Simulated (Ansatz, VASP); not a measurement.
Nb in VASP and in Ansatz

Contents of INCAR:

```
PREC     = Accurate       # precision mode
ENCUT    = 600            # plane-wave cutoff, eV
EDIFF    = 1E-6           # SCF threshold, eV
ISMEAR   = -1             # smearing method
SIGMA    = 0.05           # smearing width, eV
LREAL    = False          # projectors in reciprocal space
LASPH    = True           # aspherical terms in the spheres
NELM     = 100            # most SCF steps
ALGO     = Normal         # electronic algorithm
ISIF     = 3              # what is computed and relaxed
LWAVE    = False          # write WAVECAR
LCHARG   = False          # write CHGCAR
GGA      = PE             # functional
IBRION   = 2              # ionic algorithm
NSW      = 60             # ionic steps
EDIFFG   = -0.005         # ionic threshold
```

KPOINTS

```
Automatic mesh
0
Gamma
  16 16 9
```

File POSCAR:

```
Nb
1.0
    2.9563926124      0.0000000000      0.0000000000
   -1.4781963062      2.5603111058      0.0000000000
    0.0000000000      0.0000000000      4.7893560320
Nb
2
Direct
    0.3333333333      0.6666666667      0.2500000000
    0.6666666667      0.3333333333      0.7500000000
```

Input for Ansatz:

```yaml
crystal:
  lattice:
    - [2.9563926124, 0.0, 0.0]
    - [-1.4781963062, 2.5603111058, 0.0]
    - [0.0, 0.0, 4.789356032]
  atoms:
    - { symbol: Nb, position: [0.3333333333, 0.6666666667, 0.25] }
    - { symbol: Nb, position: [0.6666666667, 0.3333333333, 0.75] }
kpoints:
  mp_grid: { grid: [16, 16, 9] }
scf:
  occupations: { method: fermi_dirac, width: 0.05 }
hamiltonian:
  xc: pbe
  pseudopotentials: { kind: paw }
output:
  forces: true
  stress: true
  write_density: true
  write_potential: true
  elf: true
  volumetric_format: npy
relax:
  f_tol: 0.005
  max_steps: 40
  cell: {}
```

Alike in both runs: task relaxation of cell and atoms; functional PBE; k mesh 16 × 16 × 9; occupations fermi-dirac, width 0.05 eV; no spin polarisation.

|  | VASP | Ansatz |
| --- | --- | --- |
| version | VASP 6.6.1 | Ansatz 0.2.0 |
| potentials or method | VASP PAW PBE potentials, release 64 (Nb_sv) | PAW with Ansatz's default frozen-core files, scalar-relativistic |
| plane-wave cutoff (eV) | 600 | 420 |
| valence electrons in the cell | 26 | 26 |

```csv
,VASP,Ansatz,Ansatz less VASP
relaxed volume (Å³/atom),18.63,18.67,+0.035
relaxed cell length with the largest relative difference (Å),5.235,5.239,+0.0048
```
